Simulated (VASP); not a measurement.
# V (Im-3m) in VASP: further runs

The runs below take V through single point, with LDA.

Program: VASP 6.6.1. These are calculated values, not measurements. Logs are shortened: lines on timing, memory, paths and dates and some standing lists are left out, and cuts for length are marked.

### 1 The cell of the first run

The structure is cubic, space group Im-3m (No. 229). Conventional cell: a = 3.029 Å, b = 3.029 Å, c = 3.029 Å, α = 90.00°, β = 90.00°, γ = 90.00°. Within 3.5 Å of V (site symmetry m-3m) lie 14 V at 2.62 to 3.03 Å.

### 2 Single point, LDA, collinear spin, ferromagnetic start

Contents of INCAR:

```
ALGO     = Normal         # electronic algorithm
EDIFF    = 1E-6           # SCF threshold, eV
ENCUT    = 520            # plane-wave cutoff, eV
GGA      = CA             # functional
ISIF     = 2              # what is computed and relaxed
ISMEAR   = -1             # smearing method
ISPIN    = 2              # spin polarisation
LASPH    = True           # aspherical terms in the spheres
LCHARG   = True           # write CHGCAR
LELF     = True           # ELF
LMAXMIX  = 4              # l up to which the mixer works
LORBIT   = 11             # projections on sites
LREAL    = False          # projectors in reciprocal space
LVHAR    = True         
LWAVE    = False          # write WAVECAR
MAGMOM   = 0.5            # initial moments
NBANDS   = 16             # bands
NELM     = 150            # most SCF steps
NUPDOWN  = 0.5            # fixed moment
PREC     = Accurate       # precision mode
SIGMA    = 0.08           # smearing width, eV
```

Contents of KPOINTS:

```
k-points
0
Gamma
  15 15 15
```

Contents of POSCAR:

```
V
1.0
   -1.5143500000      1.5143500000      1.5143500000
    1.5143500000     -1.5143500000      1.5143500000
    1.5143500000      1.5143500000     -1.5143500000
V
1
Direct
    0.0000000000      0.0000000000      0.0000000000
```

Potentials or basis: VASP PAW LDA potentials, release 64 (V_sv).

Started as:

```bash
$ cat potpaw_LDA.64/V_sv/POTCAR > POTCAR
$ mpirun -np 1 vasp_std > vasp.out
```

OUTCAR:

```text
EDIFF = 1E-6
   ENCUT = 520
   GGA = CA
   ISIF = 2
   ISMEAR = -1
   ISPIN = 2
   LASPH = True
   LORBIT = 11
   LREAL = False
   NELM = 150
   NUPDOWN = 0.5
   PREC = Accurate

 ion  position               nearest neighbor table
   1  0.000  0.000  0.000-

  LATTYP: Found a body centered cubic cell.
 ALAT       =     3.0287000000

  Lattice vectors:

 A1 = (  -1.5143500000,   1.5143500000,   1.5143500000)
 A2 = (   1.5143500000,  -1.5143500000,   1.5143500000)
 A3 = (   1.5143500000,   1.5143500000,  -1.5143500000)

Analysis of symmetry for initial positions (statically):
=====================================================================
 Subroutine PRICEL returns:
 Original cell was already a primitive cell.

 Routine SETGRP: Setting up the symmetry group for a
 body centered cubic supercell.

 Subroutine GETGRP returns: Found 48 space group operations
 (whereof 48 operations were pure point group operations)
 out of a pool of 48 trial point group operations.

The static configuration has the point symmetry O_h .

Analysis of symmetry for dynamics (positions and initial velocities):
=====================================================================
 Subroutine PRICEL returns:
 Original cell was already a primitive cell.

 Routine SETGRP: Setting up the symmetry group for a
 body centered cubic supercell.

 Subroutine GETGRP returns: Found 48 space group operations
 (whereof 48 operations were pure point group operations)
 out of a pool of 48 trial point group operations.

The dynamic configuration has the point symmetry O_h .

Analysis of structural, dynamic, and magnetic symmetry:
=====================================================================
 Subroutine PRICEL returns:
 Original cell was already a primitive cell.

 Routine SETGRP: Setting up the symmetry group for a
 body centered cubic supercell.

 Subroutine GETGRP returns: Found 48 space group operations
 (whereof 48 operations were pure point group operations)
 out of a pool of 48 trial point group operations.

The overall configuration has the point symmetry O_h .

 Subroutine INISYM returns: Found 48 space group operations
 (whereof 48 operations are pure point group operations),
 and found     1 'primitive' translations

----------------------------------------------------------------------------------------

                                     Primitive cell

  volume of cell :      13.8912

  direct lattice vectors                    reciprocal lattice vectors
    -1.514350000  1.514350000  1.514350000     0.000000000  0.330174662  0.330174662
     1.514350000 -1.514350000  1.514350000     0.330174662  0.000000000  0.330174662
     1.514350000  1.514350000 -1.514350000     0.330174662  0.330174662  0.000000000

  length of vectors
     2.622931140  2.622931140  2.622931140     0.466937486  0.466937486  0.466937486

  position of ions in fractional coordinates (direct lattice)
     0.000000000  0.000000000  0.000000000

  ion indices of the primitive-cell ions
   primitive index   ion index
                 1           1

----------------------------------------------------------------------------------------

 KPOINTS: k-points

Automatic generation of k-mesh.
 Grid dimensions read from file:
 generate k-points for:   15   15   15

 Generating k-lattice:

  Cartesian coordinates                     Fractional coordinates (reciprocal lattice)
     0.000000000  0.022011644  0.022011644     0.066666667  0.000000000  0.000000000
     0.022011644  0.000000000  0.022011644     0.000000000  0.066666667  0.000000000
     0.022011644  0.022011644  0.000000000     0.000000000  0.000000000  0.066666667

  Length of vectors
     0.031129166  0.031129166  0.031129166

  Shift w.r.t. Gamma in fractional coordinates (k-lattice)
     0.000000000  0.000000000  0.000000000

 Subroutine IBZKPT returns following result:
 ===========================================

 Found    120 irreducible k-points:

 Following reciprocal coordinates:
            Coordinates               Weight
  0.000000  0.000000  0.000000      1.000000
  0.066667  0.000000  0.000000     12.000000
  0.133333  0.000000  0.000000     12.000000
  0.200000  0.000000  0.000000     12.000000
  0.266667  0.000000  0.000000     12.000000
  0.333333  0.000000  0.000000     12.000000
[... 16 lines left out ...]
  0.333333  0.200000 -0.000000     48.000000
  0.400000  0.200000 -0.000000     24.000000
 [... further k-points ...]
   k-points           NKPTS =    120   k-points in BZ     NKDIM =    120   number of bands    NBANDS=     16
   number of dos      NEDOS =    301   number of ions     NIONS =      1
   total plane-waves  NPLWV =   8000
   dimension x,y,z NGX =    20 NGY =   20 NGZ =   20
   dimension x,y,z NGXF=    40 NGYF=   40 NGZF=   40
   ions per type =               1
   NGX,Y,Z   is equivalent  to a cutoff of  12.68, 12.68, 12.68 a.u.
   NGXF,Y,Z  is equivalent  to a cutoff of  25.35, 25.35, 25.35 a.u.
 SYSTEM =  unknown system
   PREC   = accura    normal or accurate (medium, high low for compatibility)
   ISTART =      0    job   : 0-new  1-cont  2-samecut
   ICHARG =      2    charge: 1-file 2-atom 10-const
   ISPIN  =      2    spin polarized calculation?
   LNONCOLLINEAR =      F non collinear calculations
   LSORBIT =      F    spin-orbit coupling
   LASPH  =      T    aspherical Exc in radial PAW
   ENCUT  =  520.0 eV  38.22 Ry    6.18 a.u.   4.88  4.88  4.88*2*pi/ulx,y,z
   NELM   =    150;   NELMIN=  2; NELMDL= -5     # of ELM steps
   EDIFF  = 0.1E-05   stopping-criterion for ELM
   LREAL  =      F    real-space projection
   EDIFFG = 0.1E-04   stopping-criterion for IOM
   NSW    =      0    number of steps for IOM
   IBRION =     -1    ionic relax: 0-MD 1-quasi-New 2-CG
   NFREE  =      0    steps in history (QN), initial steepest desc. (CG)
   ISIF   =      2    stress and relaxation
   ISYM   =      2    0-nonsym 1-usesym 2-fastsym
   POTIM  = 0.5000    time-step for ionic-motion
   TEBEG  =    0.0;   TEEND  =   0.0 temperature during run
   PSTRESS=    0.0 pullay stress
   NELECT =      13.0000    total number of electrons
   NUPDOWN=       0.5000    fix difference up-down
   EMIN   =  10.00;   EMAX   =-10.00  energy-range for DOS
   EFERMI =   0.00;   METHOD = LEGACY
   ISMEAR =    -1;   SIGMA  =   0.08  broadening in eV -4-tet -1-fermi 0-gaus
   EFERMI_NEDOS =   21; number of points for ismear=-14 and -15
   IALGO  =     38    algorithm
   IMIX   =      4    mixing-type and parameters
     AMIX     =   0.40;   BMIX     =  1.00
     AMIX_MAG =   1.60;   BMIX_MAG =  1.00
  volume/ion in A,a.u.               =      13.89        93.74
  Fermi-wavevector in a.u.,A,eV,Ry     =   1.601313  3.026044 34.888125  2.564205
  Thomas-Fermi vector in A             =   2.698311
   LORBIT       =     11    0 simple, 1 ext, 2 COOP (PROOUT), +10 PAW based schemes
   GGA     = CA    functional components
   LHFCALC =     F    Hartree Fock is set to
   AEXX    =    0.0000 exact exchange contribution
   IVDW    =     0    specifies the selected vdW correction
   LEPSILON=     F    determine dielectric tensor
   LRPA    =     F    only Hartree local field effects (RPA)
 spin polarized calculation
  energy-cutoff  :      520.00
  volume of cell :       13.89
 maximum number of plane-waves:       382
   NGX =  9   NGY =  9   NGZ =  9

 number of electron      12.9999997 magnetization       0.5000000

 Free energy of the ion-electron system (eV)
  ---------------------------------------------------
  ext. energy  EPLUGINS =         0.00000000
  ---------------------------------------------------
  free energy    TOTEN  =        -9.86138654 eV

  energy without entropy =       -9.82672743  energy(sigma->0) =       -9.84405699

 E-fermi :   9.0479     XC(G=0): -13.0532

 val. band max:        9.2828389535   @ k =  -0.4000   0.4667   0.2000
 cond. band min:       9.0492372170   @ k =   0.3333   0.2000   0.0667
 fundamental gap:     -0.2336017365
 Fermi energy:         9.2909353268

 spin component 1

 k-point     1 :       0.0000    0.0000    0.0000
  band No.  band energies     occupation
      1     -54.0395      1.00000
      2     -27.7915      1.00000
      3     -27.7915      1.00000
      4     -27.7915      1.00000
      5       2.5205      1.00000
      6       9.3164      0.42104
[... 8 lines left out ...]
     15      36.1344      0.00000
     16      39.9457      0.00000

 k-point     2 :       0.0667    0.0000    0.0000
  band No.  band energies     occupation
      1     -54.0317      1.00000
      2     -27.8295      1.00000
      3     -27.8032      1.00000
      4     -27.7918      1.00000
      5       2.6954      1.00000
      6       9.2438      0.64310
[... 8 lines left out ...]
     15      36.3986      0.00000
     16      38.0732      0.00000
[... 387 lines left out ...]
      5       6.7221      1.00000
      6       7.9158      1.00000
[... 8 lines left out ...]
     15      35.5114      0.00000
     16      39.8776      0.00000

 k-point    24 :       0.4000    0.2000   -0.0000
  band No.  band energies     occupation
      1     -53.8406      1.00000
      2     -28.5286      1.00000
      3     -28.1755      1.00000
      4     -27.8752      1.00000
      5       6.7248      1.00000
      6       7.9117      1.00000
[... 8 lines left out ...]
     15      35.4268      0.00000
     16      39.8190      0.00000

 [... further k-points ...]

 spin component 2

 k-point     1 :       0.0000    0.0000    0.0000
  band No.  band energies     occupation
      1     -53.6950      1.00000
      2     -27.4505      1.00000
      3     -27.4505      1.00000
      4     -27.4505      1.00000
      5       2.7937      1.00000
      6       9.6869      0.00034
[... 8 lines left out ...]
     15      36.3613      0.00000
     16      40.2911      0.00000

 k-point     2 :       0.0667    0.0000    0.0000
  band No.  band energies     occupation
      1     -53.6871      1.00000
      2     -27.4885      1.00000
      3     -27.4622      1.00000
      4     -27.4508      1.00000
      5       2.9687      1.00000
      6       9.6135      0.00085
[... 8 lines left out ...]
     15      36.6343      0.00000
     16      38.3926      0.00000
[... 387 lines left out ...]
      5       7.0311      1.00000
      6       8.2537      0.99995
[... 8 lines left out ...]
     15      35.7892      0.00000
     16      40.1685      0.00000

 k-point    24 :       0.4000    0.2000   -0.0000
  band No.  band energies     occupation
      1     -53.4956      1.00000
      2     -28.1893      1.00000
      3     -27.8351      1.00000
      4     -27.5345      1.00000
      5       7.0350      1.00000
      6       8.2566      0.99995
[... 8 lines left out ...]
     15      35.7019      0.00000
     16      40.1103      0.00000

 [... further k-points ...]

------------------------ aborting loop because EDIFF is reached ----------------------------------------

  FORCE on cell =-STRESS in cart. coord.  units (eV):
  Direction    XX          YY          ZZ          XY          YZ          ZX
  --------------------------------------------------------------------------------------
  -------------------------------------------------------------------------------------
  Total       -1.4167814     -1.4167814     -1.4167814      0.0000000     -0.0000000      0.0000000
  in kB     -163.4085021   -163.4085021   -163.4085021      0.0000000     -0.0000000      0.0000000
  external PRESSURE =    -163.4085021 kB  Pullay stress =       0.0000000 kB

 VOLUME and BASIS-vectors are now :
 -----------------------------------------------------------------------------
  energy-cutoff  :      520.00
  volume of cell :       13.89
      direct lattice vectors                 reciprocal lattice vectors
    -1.514350000  1.514350000  1.514350000     0.000000000  0.330174662  0.330174662
     1.514350000 -1.514350000  1.514350000     0.330174662  0.000000000  0.330174662
     1.514350000  1.514350000 -1.514350000     0.330174662  0.330174662  0.000000000

 POSITION                                       TOTAL-FORCE (eV/Angst)
 -----------------------------------------------------------------------------------
      0.00000      0.00000      0.00000        -0.000000     -0.000000      0.000000
 -----------------------------------------------------------------------------------
    total drift:                                0.000000     -0.000000      0.000000

  FREE ENERGIE OF THE ION-ELECTRON SYSTEM (eV)
  ---------------------------------------------------
  free  energy   TOTEN  =        -9.8613865430 eV

  energy  without entropy=       -9.8267274277  energy(sigma->0) =       -9.84405699

 total charge

# of ion       s       p       d       tot
------------------------------------------
    1        2.336   6.207   3.084  11.627

 magnetization (x)

# of ion       s       p       d       tot
------------------------------------------
    1        0.005   0.031   0.376   0.411
```

It took 32 s on 1 thread of Intel Xeon 6975P-C, shared host; peak memory 0.15 GiB.

What came out:

* Free energy: -9.8614 eV
* Pressure: -16.3 GPa
* Net moment: 0.50 μB per cell
* Site moments: V +0.41 μB
* Valence electrons inside the program's atomic spheres: V 11.63

Caveat: the total moment is fixed, so each spin has its own Fermi level.

### 3 Single point, LDA, collinear spin, ferromagnetic start

Contents of INCAR:

```
SYSTEM = V
PREC = Accurate
ENCUT = 520
EDIFF = 1E-7
ISMEAR = -1
SIGMA = 0.08
LREAL = .FALSE.
LASPH = .TRUE.
NELM = 150
ALGO = Normal
ISIF = 2
LWAVE = .FALSE.
LCHARG = .TRUE.
ISPIN = 2
MAGMOM = 0.5
LORBIT = 11
NUPDOWN = 0.5
LMAXMIX = 4
GGA = CA
LELF = .TRUE.
LVHAR = .TRUE.
NBANDS = 16
```

Contents of KPOINTS:

```
Automatic mesh
0
G
  15 15 15
  0 0 0
```

POSCAR is that of step 2.

Potentials or basis: VASP PAW LDA potentials, release 64 (V_sv).

Started as:

```bash
$ cat potpaw_LDA.64/V_sv/POTCAR > POTCAR
$ mpirun -np 1 vasp_std > vasp.out
```

Run time: 38 s. Hardware: 1 thread of Intel Xeon 6975P-C, shared host; peak memory 0.15 GiB.

The run converged. Its results:

```yaml
Free_energy: -9.8614 eV
Pressure: -16.3 GPa
Net_moment: 0.50 μB per cell
Site_moments: V +0.41 μB
Valence_electrons_inside_the_program's_atomic_spheres: V 11.63
```

Caveat: the total moment is fixed, so each spin has its own Fermi level.
